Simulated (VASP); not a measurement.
# AgCl (P1) in VASP: single point with PBE

Aim: the single point of AgCl with PBE.

Program: VASP 6.6.1. These are calculated values, not measurements. Logs are shortened: lines on timing, memory, paths and dates and some standing lists are left out, and cuts for length are marked.

### Step 1. The cell of the first run

The typed cell holds 16 atoms: a = 7.844 Å, b = 7.844 Å, c = 7.844 Å, α = 60.00°, β = 60.00°, γ = 60.00°.

### Step 2. Single point, PBE

The input, INCAR:

```
ALGO = Normal
EDIFF = 1E-6
ENCUT = 520
GGA = PE
ISIF = 2
ISMEAR = -1
LASPH = T
LCHARG = T
LELF = T
LREAL = Auto
LVHAR = T
LWAVE = F
NBANDS = 86
NELM = 80
PREC = Accurate
SIGMA = 0.026
```

The input, KPOINTS:

```
k-points
0
Gamma
  2 2 2
```

The input, POSCAR:

```
AgCl
1.0
    0.0000000000      5.5463676253      5.5463676253
    5.5463676253      0.0000000000      5.5463676253
    5.5463676253      5.5463676253      0.0000000000
Ag Cl
8 8
Direct
   -0.0135902459      0.0091404868     -0.0065658287
    0.0044686904     -0.0015357799      0.5087544120
    0.0084859142      0.5005558931      0.0003861987
    0.0137206917      0.5020500241      0.4859196472
    0.4878056564     -0.0056677635      0.0130008512
    0.5254582272     -0.0044599460      0.4876899049
    0.5014591870      0.5045579718      0.0063776876
    0.4952220418      0.4955146658      0.5045540954
    0.2246400859      0.2389211443      0.2864277320
    0.2620284298      0.2591761126      0.7397553277
    0.2803630421      0.7399869207      0.2266651951
    0.2489774557      0.7465304826      0.7784993336
    0.7451539060      0.2834171130      0.2247168930
    0.7448158469      0.2493391339      0.7432340909
    0.7569082657      0.7743079417      0.2227305479
    0.7802760820      0.7695609610      0.6971003837
```

Potentials or basis: VASP PAW PBE potentials, release 64 (Ag, Cl).

Command:

```console
$ cat potpaw_PBE.64/Ag/POTCAR potpaw_PBE.64/Cl/POTCAR > POTCAR
$ mpirun -np 1 vasp_std > vasp.out
```

OUTCAR:

```text
EDIFF = 1E-6
   ENCUT = 520
   GGA = PE
   ISIF = 2
   ISMEAR = -1
   LASPH = T
   LREAL = Auto
   NELM = 80
   PREC = Accurate

 ion  position               nearest neighbor table
   1  0.986  0.009  0.993-  15 2.58  12 2.66  14 2.73  13 2.81  10 2.92  11 2.93
   2  0.004  0.998  0.509-  16 2.53   9 2.56  14 2.70  12 2.85  11 3.00  13 3.02
   3  0.008  0.501  0.000-  13 2.67  12 2.70  15 2.76  10 2.79   9 2.80  16 2.96
   4  0.014  0.502  0.486-   9 2.58  16 2.66  10 2.79  11 2.80  15 2.89  14 2.89
   5  0.488  0.994  0.013-  11 2.57  15 2.67  10 2.78  14 2.84   9 2.88  16 3.02
   6  0.525  0.996  0.488-  16 2.58  15 2.70   9 2.81  13 2.83  10 2.86  12 2.92
[... 8 lines left out ...]
  15  0.757  0.774  0.223-   1 2.58   5 2.67   6 2.70   3 2.76   4 2.89   8 3.00
  16  0.780  0.770  0.697-   2 2.53   6 2.58   4 2.66   3 2.96   5 3.02   7 3.03

  LATTYP: Found a face centered cubic cell.
 ALAT       =    11.0927352506

  Lattice vectors:

 A1 = (   0.0000000000,   5.5463676253,   5.5463676253)
 A2 = (   5.5463676253,   0.0000000000,   5.5463676253)
 A3 = (   5.5463676253,   5.5463676253,   0.0000000000)

Analysis of symmetry for initial positions (statically):
=====================================================================
 Subroutine PRICEL returns:
 Original cell was already a primitive cell.

 Routine SETGRP: Setting up the symmetry group for a
 face centered cubic supercell.

 Subroutine GETGRP returns: Found  1 space group operations
 (whereof  1 operations were pure point group operations)
 out of a pool of 48 trial point group operations.

The static configuration has the point symmetry C_1 .

Analysis of symmetry for dynamics (positions and initial velocities):
=====================================================================
 Subroutine PRICEL returns:
 Original cell was already a primitive cell.

 Routine SETGRP: Setting up the symmetry group for a
 face centered cubic supercell.

 Subroutine GETGRP returns: Found  1 space group operations
 (whereof  1 operations were pure point group operations)
 out of a pool of 48 trial point group operations.

The dynamic configuration has the point symmetry C_1 .

 Subroutine INISYM returns: Found  1 space group operations
 (whereof  1 operations are pure point group operations),
 and found     1 'primitive' translations

----------------------------------------------------------------------------------------

                                     Primitive cell

  volume of cell :     341.2369

  direct lattice vectors                    reciprocal lattice vectors
[... 107 lines left out ...]
   TEBEG  =    0.0;   TEEND  =   0.0 temperature during run
   PSTRESS=    0.0 pullay stress
   NELECT =     144.0000    total number of electrons
   NUPDOWN=      -1.0000    fix difference up-down
   EMIN   =  10.00;   EMAX   =-10.00  energy-range for DOS
   EFERMI =   0.00;   METHOD = LEGACY
   ISMEAR =    -1;   SIGMA  =   0.03  broadening in eV -4-tet -1-fermi 0-gaus
   EFERMI_NEDOS =   21; number of points for ismear=-14 and -15
   IALGO  =     38    algorithm
   IMIX   =      4    mixing-type and parameters
     AMIX     =   0.40;   BMIX     =  1.00
     AMIX_MAG =   1.60;   BMIX_MAG =  1.00
  volume/ion in A,a.u.               =      21.33       143.92
  Fermi-wavevector in a.u.,A,eV,Ry     =   1.227940  2.320469 20.515350  1.507836
  Thomas-Fermi vector in A             =   2.362884
   LORBIT       =      0    0 simple, 1 ext, 2 COOP (PROOUT), +10 PAW based schemes
   GGA     = PE    functional components
   LHFCALC =     F    Hartree Fock is set to
   AEXX    =    0.0000 exact exchange contribution
   IVDW    =     0    specifies the selected vdW correction
   LEPSILON=     F    determine dielectric tensor
   LRPA    =     F    only Hartree local field effects (RPA)
 non-spin polarized calculation
  energy-cutoff  :      520.00
  volume of cell :      341.24
 maximum number of plane-waves:      9257
 NGX is ok and might be reduce to    60
   NGX = 29   NGY = 29   NGZ = 29

 number of electron     144.0000000 magnetization

 Free energy of the ion-electron system (eV)
  ---------------------------------------------------
  ext. energy  EPLUGINS =         0.00000000
  ---------------------------------------------------
  free energy    TOTEN  =       -42.78470641 eV

  energy without entropy =      -42.78470640  energy(sigma->0) =      -42.78470640

 E-fermi :   4.3959     XC(G=0):  -9.9492

 val. band max:        3.9405485957   @ k =   0.0000   0.0000   0.0000
 cond. band min:       4.8341597681   @ k =   0.0000   0.0000   0.0000
 fundamental gap:      0.8936111724
 Fermi energy:         4.3959379136

 k-point     1 :       0.0000    0.0000    0.0000
  band No.  band energies     occupation
      1     -11.3931      2.00000
      2     -11.0272      2.00000
      3     -10.9886      2.00000
      4     -10.9763      2.00000
      5     -10.9431      2.00000
      6     -10.8721      2.00000
[... 685 lines left out ...]
     83       9.8732      0.00000
     84       9.9478      0.00000
 [bands above 84 left out]

------------------------ aborting loop because EDIFF is reached ----------------------------------------

  FORCE on cell =-STRESS in cart. coord.  units (eV):
  Direction    XX          YY          ZZ          XY          YZ          ZX
  --------------------------------------------------------------------------------------
  -------------------------------------------------------------------------------------
  Total        5.9762625      5.3150919      5.8271272     -0.0088035      0.0777366      0.0160041
  in kB       28.0597820     24.9554500     27.3595611     -0.0413340      0.3649891      0.0751427
  external PRESSURE =      26.7915977 kB  Pullay stress =       0.0000000 kB

 VOLUME and BASIS-vectors are now :
 -----------------------------------------------------------------------------
  energy-cutoff  :      520.00
  volume of cell :      341.24
      direct lattice vectors                 reciprocal lattice vectors
     0.000000000  5.546367625  5.546367625    -0.090149091  0.090149091  0.090149091
     5.546367625  0.000000000  5.546367625     0.090149091 -0.090149091  0.090149091
     5.546367625  5.546367625  0.000000000     0.090149091  0.090149091 -0.090149091

 POSITION                                       TOTAL-FORCE (eV/Angst)
 -----------------------------------------------------------------------------------
      5.56065     10.98094      5.52169         0.147933      0.098729      0.394983
      8.35959      2.84652      5.56263        -0.142234     -0.007278      0.034685
      2.77841      0.04921      2.82333        -0.068616     -0.053570      0.022307
      5.47964      2.77119      2.86065         0.188305     -0.026592     -0.091472
      5.58704      2.77766      8.22048        -0.028640     -0.147041      0.312134
      8.22654      5.61929      8.43602         0.154195     -0.245423     -0.117997
[... 8 lines left out ...]
      5.52994      5.43344      8.49269         0.019294      0.070347     -0.444015
      8.13464      8.19407      8.59597        -0.051689      0.208697     -0.199897
 -----------------------------------------------------------------------------------
    total drift:                                0.004367      0.000821      0.002936

  FREE ENERGIE OF THE ION-ELECTRON SYSTEM (eV)
  ---------------------------------------------------
  free  energy   TOTEN  =       -42.7847064093 eV

  energy  without entropy=      -42.7847063979  energy(sigma->0) =      -42.78470640
```

OSZICAR:

```text
N       E                     dE             d eps       ncg     rms          rms(c)
DAV:   1     0.106228442670E+04    0.10623E+04   -0.69490E+04  1376   0.155E+03
DAV:   2     0.388300646168E+02   -0.10235E+04   -0.97721E+03  1520   0.341E+02
DAV:   3    -0.424583225882E+02   -0.81288E+02   -0.80188E+02  1570   0.913E+01
DAV:   4    -0.442873109138E+02   -0.18290E+01   -0.18224E+01  1496   0.156E+01
DAV:   5    -0.443255653563E+02   -0.38254E-01   -0.38228E-01  1528   0.221E+00    0.184E+01
DAV:   6    -0.428123520015E+02    0.15132E+01   -0.40375E+00  1618   0.996E+00    0.123E+01
DAV:   7    -0.428027370937E+02    0.96149E-02   -0.14995E+00  1498   0.387E+00    0.453E+00
DAV:   8    -0.427830183250E+02    0.19719E-01   -0.95093E-02  1506   0.133E+00    0.864E-01
DAV:   9    -0.427841505178E+02   -0.11322E-02   -0.15611E-02  1498   0.589E-01    0.137E-01
DAV:  10    -0.427844476601E+02   -0.29714E-03   -0.56431E-04  1514   0.939E-02    0.822E-02
DAV:  11    -0.427846728277E+02   -0.22517E-03   -0.18917E-04  1454   0.530E-02    0.251E-02
DAV:  12    -0.427847038171E+02   -0.30989E-04   -0.28350E-05  1490   0.198E-02    0.985E-03
DAV:  13    -0.427847063305E+02   -0.25134E-05   -0.49672E-06  1284   0.967E-03    0.426E-03
DAV:  14    -0.427847064093E+02   -0.78826E-07   -0.10537E-06   890   0.364E-03
   1 F= -.42784706E+02 E0= -.42784706E+02  d E =-.114634E-07
```

Wall time 8.1 min (1 thread of AMD EPYC 7R43 (Zen 3), shared host); peak memory 0.5 GiB.

Results:

```yaml
Free_energy: -42.7847 eV
Pressure: 2.7 GPa
Largest_force: 0.627 eV/Å
Band_gap_on_the_k_mesh: 0.89 eV
```

Forces on the atoms (eV/Å):
```
Ag   0.148  0.099  0.395
Ag  -0.142 -0.007  0.035
Ag  -0.069 -0.054  0.022
Ag   0.188 -0.027 -0.091
Ag  -0.029 -0.147  0.312
Ag   0.154 -0.245 -0.118
Ag  -0.549 -0.217  0.003
Ag   0.131  0.023  0.272
Cl  -0.240  0.117  0.156
Cl   0.029  0.111 -0.370
Cl   0.620 -0.039 -0.086
Cl  -0.351 -0.001  0.084
Cl  -0.258  0.223  0.062
Cl   0.399 -0.115 -0.031
Cl   0.019  0.070 -0.444
Cl  -0.052  0.209 -0.200
```

Levels at points of the mesh, in eV from the valence-band top:
| k point | band 69 | band 70 | band 71 | band 72 | band 73 | band 74 | band 75 | band 76 |
| --- | --- | --- | --- | --- | --- | --- | --- | --- |
| (0.00, 0.00, 0.00) | -0.14 | -0.13 | -0.09 | 0.00 | 0.89 | 2.36 | 2.41 | 2.64 |
| (0.50, 0.00, 0.00) | -0.84 | -0.80 | -0.63 | -0.60 | 2.81 | 2.87 | 3.75 | 3.80 |
| (0.00, 0.50, 0.00) | -0.88 | -0.80 | -0.70 | -0.58 | 2.84 | 2.85 | 3.76 | 3.83 |
| (0.00, 0.00, 0.50) | -0.77 | -0.71 | -0.65 | -0.58 | 2.80 | 2.86 | 3.82 | 3.85 |
| (0.50, 0.50, 0.50) | -0.91 | -0.81 | -0.71 | -0.60 | 2.84 | 2.87 | 3.80 | 3.85 |
| (0.50, 0.50, 0.00) | -0.25 | -0.21 | -0.18 | -0.07 | 3.29 | 3.38 | 4.10 | 4.20 |
| (0.00, 0.50, 0.50) | -0.22 | -0.20 | -0.15 | -0.02 | 3.30 | 3.33 | 4.04 | 4.21 |
| (0.50, 0.00, 0.50) | -0.23 | -0.19 | -0.17 | -0.02 | 3.24 | 3.36 | 4.00 | 4.21 |

Caveat: the k points lie up to 0.49 Å⁻¹ apart; the atoms stand as in a frame of molecular dynamics.
